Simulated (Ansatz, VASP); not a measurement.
# Cu3O2: VASP beside Ansatz

File INCAR:

```
  PREC = Accurate
  ENCUT = 520
  EDIFF = 1E-6
  ISMEAR = -1
  SIGMA = 0.03
  LREAL = F
  LASPH = T
  NELM = 60
  ALGO = Normal
  ISIF = 2
  LWAVE = F
  LCHARG = F
  GGA = PS
  NBANDS = 30
```

KPOINTS

```
regular mesh
0
Gamma
  5 5 5
```

Contents of POSCAR:

```
Cu3O2
1.0
   -2.0229820000      2.0229820000      3.6736170000
    2.0229820000     -2.0229820000      3.6736170000
    2.0229820000      2.0229820000     -3.6736170000
Cu O
3 2
Direct
    0.0000000000      0.0000000000      0.0000000000
    0.7500000000      0.2500000000      0.5000000000
    0.2500000000      0.7500000000      0.5000000000
    0.5000000000      0.0000000000      0.5000000000
    0.0000000000      0.5000000000      0.5000000000
```

The input input.yaml:

```yaml
crystal:
  lattice:
    - [-2.022982, 2.022982, 3.673617]
    - [2.022982, -2.022982, 3.673617]
    - [2.022982, 2.022982, -3.673617]
  atoms:
    - { symbol: Cu, position: [0.0, 0.0, 0.0] }
    - { symbol: Cu, position: [0.75, 0.25, 0.5] }
    - { symbol: Cu, position: [0.25, 0.75, 0.5] }
    - { symbol: O, position: [0.5, 0.0, 0.5] }
    - { symbol: O, position: [0.0, 0.5, 0.5] }
kpoints:
  mp_grid: { grid: [5, 5, 5] }
scf:
  occupations: { method: fermi_dirac, width: 0.03 }
hamiltonian:
  xc: pbesol
  pseudopotentials: { kind: all_electron, lapw: { basis_error: 0.002 } }
output:
  forces: true
  stress: true
  eigenvalues: true
```

Alike in both runs: task single point; functional PBEsol; k mesh 5 × 5 × 5; occupations fermi-dirac, width 0.03 eV; no spin polarisation.

|  | VASP | Ansatz |
| --- | --- | --- |
| version | VASP 6.6.1 | Ansatz 0.2.0 |
| potentials or method | VASP PAW PBE potentials, release 64 (Cu, O), cutoff 520 eV | all-electron LAPW, scalar-relativistic |

```tsv
	VASP	Ansatz	Ansatz less VASP
gap on the k mesh at the Fermi level (eV)	none	none	-
pressure (GPa)	-5.4	-6.1	-0.77
traceless stress, the component that is largest in VASP (GPa)	-2.07	-2.78	-0.709
```

VASP's potentials were made for PBE, not for PBEsol. A gap of «none» marks a metal or a gap that the smearing closes. Ansatz ran all-electron here, and VASP with PAW potentials.

The k mesh is coarse, so the values compare programs but aren't converged. Noted on Ansatz's run: the k mesh is thin for a metal, which can move the energy by tens of meV per atom.
